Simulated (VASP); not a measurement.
# Ti2C (R-3m) in VASP: further runs

Ti2C is run at these levels: LDA; tasks: electric field gradients.

Everything below comes from runs of VASP 6.6.1. Logs are shortened: lines on timing, memory, paths and dates and some standing lists are left out, and cuts for length are marked.

## 1. The cell of the first run

It takes space group R-3m (No. 166, trigonal). The conventional cell has a = 2.575 Å, b = 2.575 Å, c = 9.306 Å, α = 90.00°, β = 90.00°, γ = 120.00°. Within 2.4 Å of Ti (site symmetry 3m) lie 4 C at 1.75 to 2.19 Å and 6 Ti at 1.96 to 2.36 Å. Within 2.3 Å of C (site symmetry -3m) lie 8 Ti at 1.75 to 2.19 Å.

## 2. Electric field gradients, LDA (5.94 Å³/atom)

Contents of INCAR:

```
  ALGO = Normal
  EDIFF = 1E-8
  ENCUT = 520
  ISIF = 2
  ISMEAR = -1
  LASPH = True
  LCHARG = False
  LEFG = True
  LREAL = False
  LWAVE = False
  NBANDS = 21
  NELM = 100
  PREC = Accurate
  SIGMA = 0.05
```

Contents of KPOINTS:

```
k-points
0
Gamma
  14 14 14
```

Contents of POSCAR:

```
Ti2C
1.0
    1.2874764096      0.7433248516      3.1020901575
   -1.2874764096      0.7433248516      3.1020901575
    0.0000000000     -1.4866497032      3.1020901575
Ti C
2 1
Direct
    0.2649005990      0.2649005990      0.2649005990
    0.7350994010      0.7350994010      0.7350994010
    0.5000000000      0.5000000000      0.5000000000
```

Potentials or basis: VASP PAW LDA potentials, release 64 (Ti_sv, C).

Launch:

```console
$ cat potpaw_LDA.64/Ti_sv/POTCAR potpaw_LDA.64/C/POTCAR > POTCAR
$ mpirun -np 1 vasp_std > vasp.out
```

OUTCAR:

```text
EDIFF = 1E-8
   ENCUT = 520
   ISIF = 2
   ISMEAR = -1
   LASPH = True
   LREAL = False
   NELM = 100
   PREC = Accurate

 ion  position               nearest neighbor table
   1  0.265  0.265  0.265-   3 1.75   3 1.75   3 1.75   2 1.96   2 1.96   2 1.96   3 2.19   2 2.36
                             2 2.36   2 2.36
   2  0.735  0.735  0.735-   3 1.75   3 1.75   3 1.75   1 1.96   1 1.96   1 1.96   3 2.19   1 2.36
                             1 2.36   1 2.36
   3  0.500  0.500  0.500-   1 1.75   2 1.75   1 1.75   1 1.75   2 1.75   2 1.75   2 2.19   1 2.19

  LATTYP: Found a trigonal (rhomboedric) cell.
 ALAT       =     3.4399259709
 COS(alpha) =     0.7198372684

  Lattice vectors:

 A1 = (   1.2874764096,   0.7433248516,   3.1020901575)
 A2 = (  -1.2874764096,   0.7433248516,   3.1020901575)
 A3 = (   0.0000000000,  -1.4866497032,   3.1020901575)

Analysis of symmetry for initial positions (statically):
=====================================================================
 Subroutine PRICEL returns:
 Original cell was already a primitive cell.

 Routine SETGRP: Setting up the symmetry group for a
 trigonal (rhombohedral) supercell.

 Subroutine GETGRP returns: Found 12 space group operations
 (whereof 12 operations were pure point group operations)
 out of a pool of 12 trial point group operations.

The static configuration has the point symmetry D_3d.

Analysis of symmetry for dynamics (positions and initial velocities):
=====================================================================
 Subroutine PRICEL returns:
 Original cell was already a primitive cell.

 Routine SETGRP: Setting up the symmetry group for a
 trigonal (rhombohedral) supercell.

 Subroutine GETGRP returns: Found 12 space group operations
 (whereof 12 operations were pure point group operations)
 out of a pool of 12 trial point group operations.

The dynamic configuration has the point symmetry D_3d.

 Subroutine INISYM returns: Found 12 space group operations
 (whereof 12 operations are pure point group operations),
 and found     1 'primitive' translations

----------------------------------------------------------------------------------------

[... 136 lines left out ...]
  ext. energy  EPLUGINS =         0.00000000
  ---------------------------------------------------
  free energy    TOTEN  =       -14.17821156 eV

  energy without entropy =      -14.16893474  energy(sigma->0) =      -14.17357315

 E-fermi :  20.3700     XC(G=0): -16.6329

 val. band max:       20.3623279639   @ k =   0.5000   0.4286   0.4286
 cond. band min:      20.3743097911   @ k =  -0.3571   0.2143  -0.0000
 fundamental gap:      0.0119818272
 Fermi energy:        20.3699798916

 k-point     1 :       0.0000    0.0000    0.0000
  band No.  band energies     occupation
      1     -37.0863      2.00000
      2     -33.3693      2.00000
      3     -14.9089      2.00000
      4     -12.3029      2.00000
      5     -12.3029      2.00000
      6     -10.0330      2.00000
[... 565 lines left out ...]
     20      29.5336      0.00000
     21      29.9909      0.00000

 [... further k-points ...]

------------------------ aborting loop because EDIFF is reached ----------------------------------------

  FORCE on cell =-STRESS in cart. coord.  units (eV):
  Direction    XX          YY          ZZ          XY          YZ          ZX
  --------------------------------------------------------------------------------------
  -------------------------------------------------------------------------------------
  Total       50.2911635     50.2911635     50.6737074      0.0000000      0.0000000      0.0000000
  in kB     4523.5424076   4523.5424069   4557.9511136      0.0000000      0.0000000      0.0000000
  external PRESSURE =    4535.0119760 kB  Pullay stress =       0.0000000 kB

 VOLUME and BASIS-vectors are now :
 -----------------------------------------------------------------------------
  energy-cutoff  :      520.00
  volume of cell :       17.81
      direct lattice vectors                 reciprocal lattice vectors
     1.287476410  0.743324852  3.102090158     0.388356630  0.224217805  0.107454431
    -1.287476410  0.743324852  3.102090158    -0.388356630  0.224217805  0.107454431
     0.000000000 -1.486649703  3.102090158     0.000000000 -0.448435610  0.107454431

 POSITION                                       TOTAL-FORCE (eV/Angst)
 -----------------------------------------------------------------------------------
      0.00000      0.00000      2.46524         0.000000      0.000000     -0.915559
      0.00000      0.00000      6.84103         0.000000     -0.000000      0.915559
      0.00000      0.00000      4.65314        -0.000000      0.000000     -0.000000
 -----------------------------------------------------------------------------------
    total drift:                                0.000000     -0.000000      0.000000

  FREE ENERGIE OF THE ION-ELECTRON SYSTEM (eV)
  ---------------------------------------------------
  free  energy   TOTEN  =       -14.1782115622 eV

  energy  without entropy=      -14.1689347358  energy(sigma->0) =      -14.17357315

 Electric field gradients (V/A^2)
---------------------------------------------------------------------
 ion       V_xx      V_yy      V_zz      V_xy      V_xz      V_yz
---------------------------------------------------------------------
   1     -28.045   -28.045    56.091     0.000     0.000     0.000
   2     -28.045   -28.045    56.091    -0.000     0.000     0.000
   3       0.273     0.273    -0.546     0.000    -0.000    -0.000
---------------------------------------------------------------------

 Electric field gradients after diagonalization (V/A^2)
 (convention: |V_zz| > |V_xx| > |V_yy|)
----------------------------------------------------------------------
 ion       V_xx      V_yy      V_zz     asymmetry (V_yy - V_xx)/ V_zz
----------------------------------------------------------------------
   1     -28.045   -28.045    56.091       0.000
   2     -28.045   -28.045    56.091       0.000
   3       0.273     0.273    -0.546       0.000
----------------------------------------------------------------------

           NMR quadrupolar parameters

 Cq : quadrupolar parameter    Cq=e*Q*V_zz/h
 eta: asymmetry parameters     (V_yy - V_xx)/ V_zz
 Q  : nuclear electric quadrupole moment in mb (millibarn)
----------------------------------------------------------------------
 ion       Cq(MHz)       eta       Q (mb)
----------------------------------------------------------------------
   1       0.136       0.000       1.000
   2       0.136       0.000       1.000
   3      -0.001       0.000       1.000
----------------------------------------------------------------------
```

It took 6.6 min on 1 thread of AMD EPYC 7R13, shared host; peak memory 0.19 GiB.

Results:

```yaml
Free_energy: -14.1782 eV
Pressure: 453.5 GPa
Largest_force: 0.916 eV/Å
Band_gap_on_the_k_mesh: zero (bands 14 and 15 overlap by 2.63 eV)
Largest_electric_field_gradient_by_atom: Ti +56.1; C -0.5 V/Å²
```

Forces on the atoms (eV/Å):
```
Ti   0.000  0.000 -0.916
Ti   0.000  0.000  0.916
C    0.000  0.000  0.000
```

Levels at points of the mesh, in eV from the Fermi level:
| k point | band 11 | band 12 | band 13 | band 14 | band 15 | band 16 | band 17 | band 18 |
| --- | --- | --- | --- | --- | --- | --- | --- | --- |
| (0.00, 0.00, 0.00) | -7.09 | -7.09 | -3.17 | -3.17 | 2.67 | 5.30 | 5.30 | 7.41 |
| (0.50, 0.00, 0.00) | -4.65 | -4.05 | -1.68 | 0.19 | 1.07 | 3.65 | 3.91 | 5.19 |
| (0.50, 0.50, 0.00) | -5.71 | -5.09 | -3.17 | 0.67 | 2.23 | 4.64 | 4.75 | 5.67 |
| (0.50, 0.50, 0.50) | -4.45 | -4.45 | -2.63 | -1.71 | -1.71 | 0.22 | 0.22 | 4.14 |

Electric field gradients, principal values (V/Å²):
```
atom    least   middle  greatest (by size)
1 Ti  -28.045  -28.045              56.091
2 Ti  -28.045  -28.045              56.091
 3 C    0.273    0.273              -0.546
```

Caveat: the cell stands under pressure; without QUAD_EFG the Cq values of the log hold for a quadrupole moment of 1 mb, not for the nuclei.

## 3. Electric field gradients, LDA (8.58 Å³/atom)

This run uses another cell than the first one, of 8.58 Å³/atom.

Contents of INCAR:

```
SYSTEM = Ti2C
PREC = Accurate
ENCUT = 520
EDIFF = 1E-8
ISMEAR = -1
SIGMA = 0.05
LREAL = .False.
LASPH = .True.
NELM = 80
ALGO = Normal
ISIF = 2
LWAVE = .False.
LCHARG = .False.
GGA = CA
LEFG = .True.
NBANDS = 21
```

Contents of KPOINTS:

```
Automatic mesh
0
Gamma
  14 14 14
  0 0 0
```

Contents of POSCAR:

```
Ti2C
1.0
    1.4426034164      0.8328874708      3.5689454195
   -1.4426034164      0.8328874708      3.5689454195
    0.0000000000     -1.6657749416      3.5689454194
Ti C
2 1
Direct
    0.2587507632      0.2587507632      0.2587507632
    0.7412492368      0.7412492368      0.7412492368
    0.5000000000      0.5000000000      0.5000000000
```

Potentials or basis: VASP PAW LDA potentials, release 64 (Ti_sv, C).

Launch:

```console
$ cat potpaw_LDA.64/Ti_sv/POTCAR potpaw_LDA.64/C/POTCAR > POTCAR
$ mpirun -np 1 vasp_std > vasp.out
```

OUTCAR:

```text
SYSTEM = Ti2C
   PREC = Accurate
   ENCUT = 520
   EDIFF = 1E-8
   ISMEAR = -1
   LREAL = .False.
   LASPH = .True.
   NELM = 80
   ISIF = 2
   GGA = CA

 ion  position               nearest neighbor table
   1  0.259  0.259  0.259-   3 1.94   3 1.94   3 1.94   2 2.31   2 2.31   2 2.31   2 2.58   2 2.58
                             2 2.58
   2  0.741  0.741  0.741-   3 1.94   3 1.94   3 1.94   1 2.31   1 2.31   1 2.31   1 2.58   1 2.58
                             1 2.58
   3  0.500  0.500  0.500-   1 1.94   2 1.94   1 1.94   1 1.94   2 1.94   2 1.94

  LATTYP: Found a trigonal (rhomboedric) cell.
[... 802 lines left out ...]

 Electric field gradients (V/A^2)
---------------------------------------------------------------------
 ion       V_xx      V_yy      V_zz      V_xy      V_xz      V_yz
---------------------------------------------------------------------
   1     -30.241   -30.241    60.482     0.000    -0.000    -0.000
   2     -30.241   -30.241    60.482    -0.000     0.000    -0.000
   3      -3.483    -3.483     6.965    -0.000    -0.000    -0.000
---------------------------------------------------------------------

 Electric field gradients after diagonalization (V/A^2)
 (convention: |V_zz| > |V_xx| > |V_yy|)
----------------------------------------------------------------------
 ion       V_xx      V_yy      V_zz     asymmetry (V_yy - V_xx)/ V_zz
----------------------------------------------------------------------
   1     -30.241   -30.241    60.482       0.000
   2     -30.241   -30.241    60.482       0.000
   3      -3.483    -3.483     6.965       0.000
----------------------------------------------------------------------

           NMR quadrupolar parameters

 Cq : quadrupolar parameter    Cq=e*Q*V_zz/h
 eta: asymmetry parameters     (V_yy - V_xx)/ V_zz
 Q  : nuclear electric quadrupole moment in mb (millibarn)
----------------------------------------------------------------------
 ion       Cq(MHz)       eta       Q (mb)
----------------------------------------------------------------------
   1       0.146       0.000       1.000
   2       0.146       0.000       1.000
   3       0.017       0.000       1.000
----------------------------------------------------------------------
```

OSZICAR:

```text
N       E                     dE             d eps       ncg     rms          rms(c)
DAV:   1     0.308384550734E+03    0.30838E+03   -0.14480E+04 12272   0.177E+03
DAV:   2     0.373176337168E+01   -0.30465E+03   -0.29385E+03 12541   0.478E+02
DAV:   3    -0.296652608025E+02   -0.33397E+02   -0.32798E+02 19795   0.141E+02
DAV:   4    -0.315835153473E+02   -0.19183E+01   -0.19064E+01 15218   0.300E+01
DAV:   5    -0.316312641394E+02   -0.47749E-01   -0.47743E-01 16607   0.460E+00    0.317E+01
DAV:   6    -0.261352371684E+02    0.54960E+01   -0.38704E+01 16006   0.540E+01    0.105E+01
DAV:   7    -0.260967112271E+02    0.38526E-01   -0.23613E+00 17292   0.166E+01    0.813E+00
DAV:   8    -0.261917498223E+02   -0.95039E-01   -0.41230E-01 16845   0.586E+00    0.110E+00
DAV:   9    -0.261831781608E+02    0.85717E-02   -0.10161E-01 18559   0.323E+00    0.693E-01
DAV:  10    -0.261859573100E+02   -0.27791E-02   -0.14621E-02 13847   0.135E+00    0.733E-02
DAV:  11    -0.261858620156E+02    0.95294E-04   -0.11699E-03 16281   0.457E-01    0.103E-01
DAV:  12    -0.261858613587E+02    0.65691E-06   -0.15700E-04 13037   0.134E-01    0.257E-02
DAV:  13    -0.261858601537E+02    0.12051E-05   -0.10054E-05 18676   0.331E-02    0.524E-03
DAV:  14    -0.261858597433E+02    0.41036E-06   -0.15702E-06 17026   0.217E-02    0.106E-03
DAV:  15    -0.261858597602E+02   -0.16883E-07   -0.24384E-07 15052   0.465E-03    0.708E-04
DAV:  16    -0.261858597532E+02    0.69517E-08   -0.41543E-08 13285   0.307E-03
   1 F= -.26185860E+02 E0= -.26183034E+02  d E =-.565115E-02
```

Run time: 7.8 min. Hardware: 1 thread of AMD EPYC 7R13, shared host; peak memory 0.23 GiB.

Results:

| Property | Result |
| --- | --- |
| Free energy | -26.1859 eV |
| Pressure | 108.3 GPa |
| Largest force | 0.023 eV/Å |
| Band gap on the k mesh | zero (bands 14 and 15 overlap by 0.53 eV) |
| Largest electric field gradient by atom | Ti +60.5; C +7.0 V/Å² |

Forces on the atoms (eV/Å):
```
Ti   0.000  0.000 -0.023
Ti   0.000  0.000  0.023
C    0.000  0.000  0.000
```

Levels at points of the mesh, in eV from the Fermi level:
| k point | band 10 | band 11 | band 12 | band 13 | band 14 | band 15 | band 16 | band 17 | band 18 | band 19 |
| --- | --- | --- | --- | --- | --- | --- | --- | --- | --- | --- |
| (0.00, 0.00, 0.00) | -6.83 | -4.45 | -4.45 | -1.25 | -1.25 | 1.48 | 3.86 | 3.86 | 3.99 | 6.00 |
| (0.50, 0.00, 0.00) | -5.20 | -4.17 | -3.10 | -1.08 | -1.07 | 1.21 | 1.73 | 3.63 | 4.23 | 4.30 |
| (0.50, 0.50, 0.00) | -6.12 | -3.73 | -3.05 | -2.84 | -1.08 | 1.97 | 3.36 | 3.94 | 4.63 | 5.26 |
| (0.50, 0.50, 0.50) | -6.51 | -3.24 | -3.24 | -0.64 | 0.16 | 0.16 | 1.17 | 1.17 | 2.87 | 2.87 |

Electric field gradients, principal values (V/Å²):
```tsv
atom	least	middle	greatest (by size)
1 Ti	-30.241	-30.241	60.482
2 Ti	-30.241	-30.241	60.482
3 C	-3.483	-3.483	6.965
```

Caveat: the cell stands under pressure; without QUAD_EFG the Cq values of the log hold for a quadrupole moment of 1 mb, not for the nuclei.
